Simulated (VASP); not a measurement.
# TaN (P6_3/mmc) in VASP: single point with PBEsol+U

Aim: the single point of TaN with PBEsol+U.

Everything below comes from runs of VASP 6.6.1. Logs are shortened: lines on timing, memory, paths and dates and some standing lists are left out, and cuts for length are marked.

### Step 1. The cell of the first run

Symmetry: P6_3/mmc, No. 194, hexagonal system. Conventional cell: a = 3.048 Å, b = 3.048 Å, c = 4.918 Å, α = 90.00°, β = 90.00°, γ = 120.00°. Within 2.8 Å of Ta (site symmetry -3m) lie 6 N at 2.15 Å and 2 Ta at 2.46 Å. Within 2.8 Å of N (site symmetry -6m2) lie 6 Ta at 2.15 Å.

### Step 2. Single point, PBEsol+U, collinear spin, zero start

INCAR reads:

```
  ALGO = Normal
  EDIFF = 1E-6
  ENCUT = 700
  GGA = PS
  GGA_COMPAT = F
  ISIF = 2
  ISMEAR = 0
  ISPIN = 2
  LASPH = T
  LCHARG = F
  LDAU = T
  LDAUJ = 0 0
  LDAUL = 2 -1
  LDAUPRINT = 1
  LDAUTYPE = 2
  LDAUU = 4 0
  LMAXMIX = 4
  LORBIT = 11
  LREAL = F
  LWAVE = F
  MAGMOM = 0 0 0 0
  NBANDS = 30
  NELM = 200
  PREC = Accurate
  SIGMA = 0.05
```

KPOINTS reads:

```
k-points
0
Gamma
  7 7 4
```

POSCAR reads:

```
TaN
1.0
    3.0480018400      0.0000000000      0.0000000000
   -1.5240009200      2.6396470300      0.0000000000
    0.0000000000      0.0000000000      4.9179997800
Ta N
2 2
Direct
    0.0000000000      0.0000000000      0.0000000000
    0.0000000000      0.0000000000      0.5000000000
    0.3333333333      0.6666666667      0.2500000000
    0.6666666667      0.3333333333      0.7500000000
```

Potentials or basis: VASP PAW PBE potentials, release 64 (Ta_sv_GW, N).

Run with:

```console
$ cat potpaw_PBE.64/Ta_sv_GW/POTCAR potpaw_PBE.64/N/POTCAR > POTCAR
$ mpirun -np 1 vasp_std > vasp.out
```

OUTCAR:

```text
EDIFF = 1E-6
   ENCUT = 700
   GGA = PS
   ISIF = 2
   ISMEAR = 0
   ISPIN = 2
   LASPH = T
   LORBIT = 11
   LREAL = F
   NELM = 200
   PREC = Accurate

 ion  position               nearest neighbor table
   1  0.000  0.000  0.000-   3 2.15   4 2.15   4 2.15   3 2.15   4 2.15   3 2.15   2 2.46   2 2.46

   2  0.000  0.000  0.500-   3 2.15   4 2.15   4 2.15   3 2.15   4 2.15   3 2.15   1 2.46   1 2.46

   3  0.333  0.667  0.250-   1 2.15   2 2.15   1 2.15   2 2.15   1 2.15   2 2.15
   4  0.667  0.333  0.750-   1 2.15   2 2.15   1 2.15   2 2.15   1 2.15   2 2.15

  LATTYP: Found a hexagonal cell.
 ALAT       =     3.0480018400
 C/A-ratio  =     1.6135160142

  Lattice vectors:

 A1 = (   3.0480018400,   0.0000000000,   0.0000000000)
 A2 = (  -1.5240009200,   2.6396470300,   0.0000000000)
 A3 = (   0.0000000000,   0.0000000000,   4.9179997800)

Analysis of symmetry for initial positions (statically):
=====================================================================
 Subroutine PRICEL returns:
 Original cell was already a primitive cell.

 Routine SETGRP: Setting up the symmetry group for a
 hexagonal supercell.

 Subroutine GETGRP returns: Found 24 space group operations
 (whereof 12 operations were pure point group operations)
 out of a pool of 24 trial point group operations.

The static configuration has the point symmetry D_3d.
 The point group associated with its full space group is D_6h.

Analysis of symmetry for dynamics (positions and initial velocities):
=====================================================================
 Subroutine PRICEL returns:
 Original cell was already a primitive cell.

 Routine SETGRP: Setting up the symmetry group for a
 hexagonal supercell.

 Subroutine GETGRP returns: Found 24 space group operations
 (whereof 12 operations were pure point group operations)
 out of a pool of 24 trial point group operations.

The dynamic configuration has the point symmetry D_3d.
 The point group associated with its full space group is D_6h.

Analysis of structural, dynamic, and magnetic symmetry:
=====================================================================
 Subroutine PRICEL returns:
 Original cell was already a primitive cell.

[... 218 lines left out ...]
  o =  0.2527  v =  0.0000  0.0000  0.0000  0.0000  0.0000 -0.0000 -0.9558 -0.0000  0.0000  0.2939      0.0000  0.0000  0.0000  0.0000  0.0000  0.0000  0.0000  0.0000  0.0000  0.0000
  o =  0.3843  v =  0.0000 -0.0000  1.0000  0.0000  0.0000  0.0000  0.0000  0.0000  0.0000  0.0000      0.0000  0.0000  0.0000  0.0000  0.0000  0.0000  0.0000  0.0000  0.0000  0.0000
  o =  0.3843  v =  0.0000  0.0000  0.0000  0.0000  0.0000  0.0000 -0.0000  1.0000  0.0000  0.0000      0.0000  0.0000  0.0000  0.0000  0.0000  0.0000  0.0000  0.0000  0.0000  0.0000

 number of electron      36.0000001 magnetization      -0.0000002

 Free energy of the ion-electron system (eV)
  ---------------------------------------------------
  ext. energy  EPLUGINS =         0.00000000
  ---------------------------------------------------
  free energy    TOTEN  =       -41.71240856 eV

  energy without entropy =      -41.71071772  energy(sigma->0) =      -41.71156314

 E-fermi :  14.8518     XC(G=0): -14.3062

 val. band max:       14.8443304691   @ k =   0.4286   0.1429   0.2500
 cond. band min:      14.9739787793   @ k =   0.0000   0.0000   0.5000
 fundamental gap:      0.1296483102
 Fermi energy:        14.8517618453

 spin component 1

 k-point     1 :       0.0000    0.0000    0.0000
  band No.  band energies     occupation
      1     -54.8289      1.00000
      2     -54.5262      1.00000
      3     -22.9983      1.00000
      4     -21.1983      1.00000
      5     -21.1983      1.00000
      6     -20.8255      1.00000
[... 781 lines left out ...]
     29      25.3397      0.00000
     30      25.3397      0.00000
 Fermi energy:        14.8517618453

 spin component 2

 k-point     1 :       0.0000    0.0000    0.0000
  band No.  band energies     occupation
      1     -54.8289      1.00000
      2     -54.5262      1.00000
      3     -22.9983      1.00000
      4     -21.1983      1.00000
      5     -21.1983      1.00000
      6     -20.8255      1.00000
[... 781 lines left out ...]
     29      25.3397      0.00000
     30      25.3397      0.00000

------------------------ aborting loop because EDIFF is reached ----------------------------------------

  FORCE on cell =-STRESS in cart. coord.  units (eV):
  Direction    XX          YY          ZZ          XY          YZ          ZX
  --------------------------------------------------------------------------------------
  -------------------------------------------------------------------------------------
  Total        8.2713230      8.2713231     30.9175405      0.0000000     -0.0000000      0.0000000
  in kB      334.9160630    334.9160645   1251.8893174      0.0000000     -0.0000000      0.0000000
  external PRESSURE =     640.5738150 kB  Pullay stress =       0.0000000 kB

 VOLUME and BASIS-vectors are now :
 -----------------------------------------------------------------------------
  energy-cutoff  :      700.00
  volume of cell :       39.57
      direct lattice vectors                 reciprocal lattice vectors
     3.048001840  0.000000000  0.000000000     0.328083791  0.189419265  0.000000000
    -1.524000920  2.639647030  0.000000000     0.000000000  0.378838530  0.000000000
     0.000000000  0.000000000  4.917999780     0.000000000  0.000000000  0.203334698

 POSITION                                       TOTAL-FORCE (eV/Angst)
 -----------------------------------------------------------------------------------
      0.00000      0.00000      0.00000         0.000000      0.000000      0.000000
      0.00000      0.00000      2.45900         0.000000      0.000000      0.000000
     -0.00000      1.75976      1.22950        -0.000000     -0.000000     -0.000000
      1.52400      0.87988      3.68850         0.000000      0.000000      0.000000
 -----------------------------------------------------------------------------------
    total drift:                                0.000000     -0.000000     -0.000000

  FREE ENERGIE OF THE ION-ELECTRON SYSTEM (eV)
  ---------------------------------------------------
  free  energy   TOTEN  =       -41.7124085597 eV

  energy  without entropy=      -41.7107177177  energy(sigma->0) =      -41.71156314

 total charge

# of ion       s       p       d       f       tot
--------------------------------------------------
    1        3.354   6.068   2.561   0.173  12.157
    2        3.354   6.068   2.561   0.173  12.157
    3        1.229   2.575   0.000   0.000   3.804
    4        1.229   2.575   0.000   0.000   3.804
--------------------------------------------------
tot          9.166  17.288   5.121   0.347  31.921

 magnetization (x)

# of ion       s       p       d       f       tot
--------------------------------------------------
    1        0.000   0.000  -0.000   0.000   0.000
    2        0.000   0.000  -0.000   0.000   0.000
    3        0.000  -0.000   0.000   0.000  -0.000
    4        0.000  -0.000   0.000   0.000  -0.000
--------------------------------------------------
tot          0.000  -0.000  -0.000   0.000  -0.000
```

OSZICAR:

```text
N       E                     dE             d eps       ncg     rms          rms(c)
DAV:   1     0.313843568828E+03    0.31384E+03   -0.26071E+04  2880   0.158E+03
DAV:   2    -0.307556852088E+02   -0.34460E+03   -0.33160E+03  3576   0.413E+02
DAV:   3    -0.488134601665E+02   -0.18058E+02   -0.17795E+02  3710   0.943E+01
DAV:   4    -0.492652918691E+02   -0.45183E+00   -0.45159E+00  3422   0.123E+01
DAV:   5    -0.492775144173E+02   -0.12223E-01   -0.12222E-01  3570   0.185E+00    0.892E+01
DAV:   6    -0.418305877731E+02    0.74469E+01   -0.15632E+01  3482   0.279E+01    0.939E+01
DAV:   7    -0.418460532688E+02   -0.15465E-01   -0.14140E+00  3092   0.689E+00    0.624E+01
DAV:   8    -0.417299490337E+02    0.11610E+00   -0.43232E-01  3242   0.443E+00    0.111E+01
DAV:   9    -0.417109149716E+02    0.19034E-01   -0.40587E-02  3456   0.148E+00    0.206E+00
DAV:  10    -0.417122838108E+02   -0.13688E-02   -0.50707E-03  3400   0.482E-01    0.231E+00
DAV:  11    -0.417124150882E+02   -0.13128E-03   -0.37651E-04  3504   0.132E-01    0.179E+00
DAV:  12    -0.417124828178E+02   -0.67730E-04   -0.16597E-04  3516   0.840E-02    0.310E-01
DAV:  13    -0.417124131214E+02    0.69696E-04   -0.12625E-04  3274   0.744E-02    0.377E-01
DAV:  14    -0.417124101386E+02    0.29828E-05   -0.92893E-06  3034   0.196E-02    0.198E-01
DAV:  15    -0.417124088416E+02    0.12970E-05   -0.12464E-06  1748   0.932E-03    0.193E-02
DAV:  16    -0.417124085597E+02    0.28188E-06   -0.66325E-07  1548   0.551E-03
   1 F= -.41712409E+02 E0= -.41711563E+02  d E =-.169084E-02  mag=     0.0000
```

Wall time 1.8 min (1 thread of Intel Xeon Platinum 8259CL at 2.50GHz (Skylake/Cascade Lake), shared host); peak memory 0.25 GiB.

What came out:

```
Free energy                                           : -41.7124 eV
Pressure                                              : 64.1 GPa
Band gap on the k mesh                                : zero (filled and empty bands overlap)
Net moment                                            : 0.00 μB per cell
Valence electrons inside the program's atomic spheres : Ta 12.16; N 3.80
```

Stress tensor (GPa, compression positive):
```
 33.49   0.00   0.00
  0.00  33.49   0.00
  0.00   0.00 125.19
```

Eigenvalues of the final occupation matrices:
| site | spin | trace | eigenvalues |
| --- | --- | --- | --- |
| site 1 d | 1 | 1.31 | 0.21 0.21 0.25 0.25 0.38 |
| site 1 d | 2 | 1.31 | 0.21 0.21 0.25 0.25 0.38 |
| site 2 d | 1 | 1.31 | 0.21 0.21 0.25 0.25 0.38 |
| site 2 d | 2 | 1.31 | 0.21 0.21 0.25 0.25 0.38 |

Caveat: the stress differs along the axes, from 33 to 125 GPa; the PAW data sets were made with another functional, which shifts forces and pressure a little; spin-orbit coupling is left out, which moves the levels of the heavy elements.

The gap in the log of VASP goes by the Fermi energy; the results here count the filled bands.